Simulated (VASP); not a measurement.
# Hg (P6_3/mmc) in VASP: further runs

Runs on Hg. Level: PBE. Tasks: single point.

Everything below comes from runs of VASP 6.6.1. Logs are shortened: lines on timing, memory, paths and dates and some standing lists are left out, and cuts for length are marked.

## 1. The cell of the first run

The structure is hexagonal, space group P6_3/mmc (No. 194). Conventional cell: a = 3.481 Å, b = 3.481 Å, c = 5.486 Å, α = 90.00°, β = 90.00°, γ = 120.00°. Hg (site symmetry -6m2) has 12 Hg at 3.40 to 3.48 Å within 4.5 Å.

## 2. Single point, PBE (volume scaled by 0.92)

Contents of INCAR:

```
SYSTEM = Hg
ALGO = Normal
EDIFF = 1E-7
ENCUT = 520
GGA = PE
ISIF = 2
ISMEAR = -1
LASPH = .TRUE.
LCHARG = .FALSE.
LREAL = .FALSE.
LWAVE = .FALSE.
NBANDS = 19
NELM = 60
PREC = Accurate
SIGMA = 0.05
```

Contents of KPOINTS:

```
k-points
0
G
  14 14 8
  0 0 0
```

Contents of POSCAR:

```
Hg
1.0
    3.4812062818      0.0000000000      0.0000000000
   -1.7406031408      3.0148130758      0.0000000000
    0.0000000000      0.0000000000      5.4856371962
Hg
2
Direct
    0.3333333333      0.6666666667      0.2500000000
    0.6666666667      0.3333333333      0.7500000000
```

Potentials or basis: VASP PAW PBE potentials, release 64 (Hg).

Launch:

```sh
> cat potpaw_PBE.64/Hg/POTCAR > POTCAR
> mpirun -np 1 vasp_std > vasp.out
```

OUTCAR:

```text
SYSTEM = Hg
   EDIFF = 1E-7
   ENCUT = 520
   GGA = PE
   ISIF = 2
   ISMEAR = -1
   LASPH = .TRUE.
   LREAL = .FALSE.
   NELM = 60
   PREC = Accurate

 ion  position               nearest neighbor table
   1  0.333  0.667  0.250-   2 3.40   2 3.40   2 3.40   2 3.40   2 3.40   2 3.40
   2  0.667  0.333  0.750-   1 3.40   1 3.40   1 3.40   1 3.40   1 3.40   1 3.40

  LATTYP: Found a hexagonal cell.
 ALAT       =     3.4812062818
 C/A-ratio  =     1.5757863086

  Lattice vectors:

 A1 = (   3.4812062818,   0.0000000000,   0.0000000000)
 A2 = (  -1.7406031408,   3.0148130758,   0.0000000000)
 A3 = (   0.0000000000,   0.0000000000,   5.4856371962)

Analysis of symmetry for initial positions (statically):
=====================================================================
 Subroutine PRICEL returns:
 Original cell was already a primitive cell.

 Routine SETGRP: Setting up the symmetry group for a
 hexagonal supercell.

 Subroutine GETGRP returns: Found 24 space group operations
 (whereof 12 operations were pure point group operations)
 out of a pool of 24 trial point group operations.

The static configuration has the point symmetry D_3d.
 The point group associated with its full space group is D_6h.

Analysis of symmetry for dynamics (positions and initial velocities):
=====================================================================
 Subroutine PRICEL returns:
 Original cell was already a primitive cell.

 Routine SETGRP: Setting up the symmetry group for a
 hexagonal supercell.

 Subroutine GETGRP returns: Found 24 space group operations
 (whereof 12 operations were pure point group operations)
 out of a pool of 24 trial point group operations.

The dynamic configuration has the point symmetry D_3d.
 The point group associated with its full space group is D_6h.

 Subroutine INISYM returns: Found 24 space group operations
 (whereof 12 operations are pure point group operations),
 and found     1 'primitive' translations

----------------------------------------------------------------------------------------

                                     Primitive cell

  volume of cell :      57.5728

  direct lattice vectors                    reciprocal lattice vectors
     3.481206282  0.000000000  0.000000000     0.287256749  0.165847762  0.000000000
    -1.740603141  3.014813076  0.000000000     0.000000000  0.331695523  0.000000000
     0.000000000  0.000000000  5.485637196     0.000000000  0.000000000  0.182294228

  length of vectors
     3.481206282  3.481206282  5.485637196     0.331695523  0.331695523  0.182294228

  position of ions in fractional coordinates (direct lattice)
     0.333333333  0.666666667  0.250000000
     0.666666667  0.333333333  0.750000000

  ion indices of the primitive-cell ions
   primitive index   ion index
                 1           1
                 2           2

----------------------------------------------------------------------------------------

 KPOINTS: k-points

Automatic generation of k-mesh.
 Grid dimensions read from file:
 generate k-points for:   14   14    8

 Generating k-lattice:

  Cartesian coordinates                     Fractional coordinates (reciprocal lattice)
     0.020518339  0.011846269  0.000000000     0.071428571  0.000000000  0.000000000
     0.000000000  0.023692537  0.000000000     0.000000000  0.071428571  0.000000000
     0.000000000  0.000000000  0.022786779     0.000000000  0.000000000  0.125000000

  Length of vectors
     0.023692537  0.023692537  0.022786779

  Shift w.r.t. Gamma in fractional coordinates (k-lattice)
     0.000000000  0.000000000  0.000000000

 Subroutine IBZKPT returns following result:
 ===========================================

 Found    120 irreducible k-points:

 Following reciprocal coordinates:
            Coordinates               Weight
  0.000000  0.000000  0.000000      1.000000
  0.071429  0.000000  0.000000      6.000000
  0.142857  0.000000  0.000000      6.000000
  0.214286  0.000000  0.000000      6.000000
  0.285714  0.000000  0.000000      6.000000
  0.357143  0.000000  0.000000      6.000000
[... 16 lines left out ...]
  0.285714  0.285714  0.000000      6.000000
  0.357143  0.285714  0.000000      6.000000
 [... further k-points ...]
   k-points           NKPTS =    120   k-points in BZ     NKDIM =    120   number of bands    NBANDS=     19
   number of dos      NEDOS =    301   number of ions     NIONS =      2
   total plane-waves  NPLWV =  32928
   dimension x,y,z NGX =    28 NGY =   28 NGZ =   42
   dimension x,y,z NGXF=    56 NGYF=   56 NGZF=   84
   ions per type =               2
   NGX,Y,Z   is equivalent  to a cutoff of  13.37, 13.37, 12.73 a.u.
   NGXF,Y,Z  is equivalent  to a cutoff of  26.74, 26.74, 25.46 a.u.
 SYSTEM =  Hg
   PREC   = accura    normal or accurate (medium, high low for compatibility)
   ISTART =      0    job   : 0-new  1-cont  2-samecut
   ICHARG =      2    charge: 1-file 2-atom 10-const
   ISPIN  =      1    spin polarized calculation?
   LNONCOLLINEAR =      F non collinear calculations
   LSORBIT =      F    spin-orbit coupling
   LASPH  =      T    aspherical Exc in radial PAW
   ENCUT  =  520.0 eV  38.22 Ry    6.18 a.u.   6.47  6.47 10.20*2*pi/ulx,y,z
   NELM   =     60;   NELMIN=  2; NELMDL= -5     # of ELM steps
   EDIFF  = 0.1E-06   stopping-criterion for ELM
   LREAL  =      F    real-space projection
   EDIFFG = 0.1E-05   stopping-criterion for IOM
   NSW    =      0    number of steps for IOM
   IBRION =     -1    ionic relax: 0-MD 1-quasi-New 2-CG
   NFREE  =      0    steps in history (QN), initial steepest desc. (CG)
   ISIF   =      2    stress and relaxation
   ISYM   =      2    0-nonsym 1-usesym 2-fastsym
   POTIM  = 0.5000    time-step for ionic-motion
   TEBEG  =    0.0;   TEEND  =   0.0 temperature during run
   PSTRESS=    0.0 pullay stress
   NELECT =      24.0000    total number of electrons
   NUPDOWN=      -1.0000    fix difference up-down
   EMIN   =  10.00;   EMAX   =-10.00  energy-range for DOS
   EFERMI =   0.00;   METHOD = LEGACY
   ISMEAR =    -1;   SIGMA  =   0.05  broadening in eV -4-tet -1-fermi 0-gaus
   EFERMI_NEDOS =   21; number of points for ismear=-14 and -15
   IALGO  =     38    algorithm
   IMIX   =      4    mixing-type and parameters
     AMIX     =   0.40;   BMIX     =  1.00
     AMIX_MAG =   1.60;   BMIX_MAG =  1.00
  volume/ion in A,a.u.               =      28.79       194.26
  Fermi-wavevector in a.u.,A,eV,Ry     =   1.222943  2.311027 20.348727  1.495589
  Thomas-Fermi vector in A             =   2.358072
   LORBIT       =      0    0 simple, 1 ext, 2 COOP (PROOUT), +10 PAW based schemes
   GGA     = PE    functional components
   LHFCALC =     F    Hartree Fock is set to
   AEXX    =    0.0000 exact exchange contribution
   IVDW    =     0    specifies the selected vdW correction
   LEPSILON=     F    determine dielectric tensor
   LRPA    =     F    only Hartree local field effects (RPA)
 non-spin polarized calculation
  energy-cutoff  :      520.00
  volume of cell :       57.57
 maximum number of plane-waves:      1580
 NGX is ok and might be reduce to    28
   NGX = 13   NGY = 13   NGZ = 21

 number of electron      23.9999999 magnetization

 Free energy of the ion-electron system (eV)
  ---------------------------------------------------
  ext. energy  EPLUGINS =         0.00000000
  ---------------------------------------------------
  free energy    TOTEN  =        -0.36226316 eV

  energy without entropy =       -0.36063804  energy(sigma->0) =       -0.36145060

 E-fermi :   0.9197     XC(G=0):  -9.7766

 val. band max:        0.8854450916   @ k =   0.2143   0.2143   0.0000
 cond. band min:       1.0169799729   @ k =   0.5000   0.0000   0.3750
 fundamental gap:      0.1315348813
 Fermi energy:         0.9197266069

 k-point     1 :       0.0000    0.0000    0.0000
  band No.  band energies     occupation
      1      -6.2273      2.00000
      2      -5.6756      2.00000
      3      -5.0510      2.00000
      4      -5.0510      2.00000
      5      -5.0429      2.00000
      6      -4.9544      2.00000
[... 11 lines left out ...]
     18      13.9832      0.00000
     19      14.5804      0.00000

 k-point     2 :       0.0714    0.0000    0.0000
  band No.  band energies     occupation
      1      -6.1348      2.00000
      2      -5.6373      2.00000
      3      -5.1046      2.00000
      4      -5.0195      2.00000
      5      -4.9841      2.00000
      6      -4.9588      2.00000
[... 11 lines left out ...]
     18      14.6424      0.00000
     19      15.0706      0.00000

 k-point     3 :       0.1429    0.0000    0.0000
  band No.  band energies     occupation
      1      -5.8793      2.00000
      2      -5.5466      2.00000
      3      -5.1450      2.00000
      4      -4.9773      2.00000
      5      -4.9738      2.00000
      6      -4.9470      2.00000
[... 11 lines left out ...]
     18      14.3282      0.00000
     19      14.5854      0.00000

 k-point     4 :       0.2143    0.0000    0.0000
  band No.  band energies     occupation
      1      -5.5807      2.00000
      2      -5.4907      2.00000
      3      -5.0911      2.00000
      4      -5.0862      2.00000
      5      -5.0048      2.00000
      6      -4.9495      2.00000
[... 11 lines left out ...]
     18      12.9890      0.00000
     19      14.1349      0.00000

 k-point     5 :       0.2857    0.0000    0.0000
  band No.  band energies     occupation
      1      -5.5271      2.00000
      2      -5.4559      2.00000
      3      -5.2250      2.00000
      4      -5.0637      2.00000
      5      -4.9651      2.00000
      6      -4.8157      2.00000
[... 11 lines left out ...]
     18      12.5045      0.00000
     19      13.4222      0.00000
[... 334 lines left out ...]
      2      -5.3762      2.00000
      3      -5.2911      2.00000
      4      -5.1094      2.00000
      5      -4.8786      2.00000
      6      -4.8708      2.00000
[... 11 lines left out ...]
     18       9.0095      0.00000
     19      11.2383      0.00000

 k-point    22 :       0.3571    0.2143    0.0000
  band No.  band energies     occupation
      1      -5.5010      2.00000
      2      -5.3936      2.00000
      3      -5.2770      2.00000
      4      -5.0993      2.00000
      5      -4.9131      2.00000
      6      -4.8402      2.00000
[... 11 lines left out ...]
     18       8.6401      0.00000
     19      11.0079      0.00000

 k-point    23 :       0.2857    0.2857    0.0000
  band No.  band energies     occupation
      1      -5.5054      2.00000
      2      -5.2853      2.00000
      3      -5.2606      2.00000
      4      -5.0794      2.00000
      5      -4.9344      2.00000
      6      -4.9253      2.00000
[... 11 lines left out ...]
     18       8.1621      0.00000
     19      10.6000      0.00000

 k-point    24 :       0.3571    0.2857    0.0000
  band No.  band energies     occupation
      1      -5.5227      2.00000
      2      -5.2660      2.00000
      3      -5.2270      2.00000
      4      -5.0504      2.00000
      5      -4.9753      2.00000
      6      -4.9556      2.00000
[... 11 lines left out ...]
     18       7.4844      0.00000
     19      10.3985      0.00000

 [... further k-points ...]
[... 5 lines left out ...]
  --------------------------------------------------------------------------------------
  -------------------------------------------------------------------------------------
  Total        0.3076876      0.3076876      0.3131402      0.0000000      0.0000000      0.0000000
  in kB        8.5625544      8.5625544      8.7142923      0.0000000      0.0000000      0.0000000
  external PRESSURE =       8.6131337 kB  Pullay stress =       0.0000000 kB

 VOLUME and BASIS-vectors are now :
 -----------------------------------------------------------------------------
  energy-cutoff  :      520.00
  volume of cell :       57.57
      direct lattice vectors                 reciprocal lattice vectors
     3.481206282  0.000000000  0.000000000     0.287256749  0.165847762  0.000000000
    -1.740603141  3.014813076  0.000000000     0.000000000  0.331695523  0.000000000
     0.000000000  0.000000000  5.485637196     0.000000000  0.000000000  0.182294228

 POSITION                                       TOTAL-FORCE (eV/Angst)
 -----------------------------------------------------------------------------------
     -0.00000      2.00988      1.37141         0.000000     -0.000000      0.000000
      1.74060      1.00494      4.11423        -0.000000      0.000000     -0.000000
 -----------------------------------------------------------------------------------
    total drift:                               -0.000000      0.000000     -0.000000

  FREE ENERGIE OF THE ION-ELECTRON SYSTEM (eV)
  ---------------------------------------------------
  free  energy   TOTEN  =        -0.3622631604 eV

  energy  without entropy=       -0.3606380359  energy(sigma->0) =       -0.36145060
```

It took 61 s on 1 thread of Intel Xeon Platinum 8375C at 2.90GHz (Ice Lake), shared host; peak memory 0.25 GiB.

Results:

```yaml
Free_energy: -0.3623 eV
Pressure: 0.9 GPa
Band_gap_on_the_k_mesh: zero (band 12 reaches 0.89 eV, above the bottom of band 13 at 0.69 eV)
```

Levels at points of the mesh, in eV from the Fermi level:
```csv
k point,band 8,band 9,band 10,band 11,band 12,band 13,band 14,band 15,band 16,band 17
"(0.00, 0.00, 0.00)",-5.81,-5.81,-5.29,-5.29,-1.21,-0.23,10.92,10.92,12.71,13.06
"(0.50, 0.00, 0.00)",-5.30,-5.22,-5.20,-2.22,-1.60,2.60,3.46,4.25,6.55,6.90
"(0.00, 0.00, 0.50)",-5.45,-5.45,-5.45,-5.36,-5.36,6.69,6.69,11.92,11.92,11.92
"(0.50, 0.00, 0.50)",-5.28,-5.25,-5.25,-1.12,-1.12,0.40,0.40,8.43,8.43,9.34
```

Caveat: spin-orbit coupling is left out, which moves the levels of the heavy elements.

(Part 1 of 2 ends here.)
